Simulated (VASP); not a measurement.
A run of VASP 6.6.1 is set up as follows.

Contents of INCAR:

```
ALGO = Normal ; EDIFF = 1E-6
ENCUT = 500 ; GGA = PE
GGA_COMPAT = False ; ISIF = 2
ISMEAR = -1 ; LASPH = True
LCHARG = False ; LREAL = False
LWAVE = False ; NBANDS = 16
NELM = 120 ; PREC = Accurate
SIGMA = 0.08
```

File KPOINTS:

```
k-points
0
Gamma
  10 10 10
```

Contents of POSCAR:

```
InAs
1.0
    0.0000000000      3.0037040865      3.0037040865
    3.0037040865      0.0000000000      3.0037040865
    3.0037040865      3.0037040865      0.0000000000
In As
1 1
Direct
    0.0000000000      0.0000000000      0.0000000000
    0.7500000000      0.7500000000      0.7500000000
```

Potentials or basis: VASP PAW PBE potentials, release 64 (In_d, As).

Run with:

```bash
$ cat potpaw_PBE.64/In_d/POTCAR potpaw_PBE.64/As/POTCAR > POTCAR
$ mpirun -np 1 vasp_std > vasp.out
```

(1) Predict the band gap on the k mesh.

(2) What does it give for the pressure?

## Answers

(1) zero (filled and empty bands touch).

(2) 5.3 GPa.

Caveat: spin-orbit coupling is left out, which moves the levels of the heavy elements.
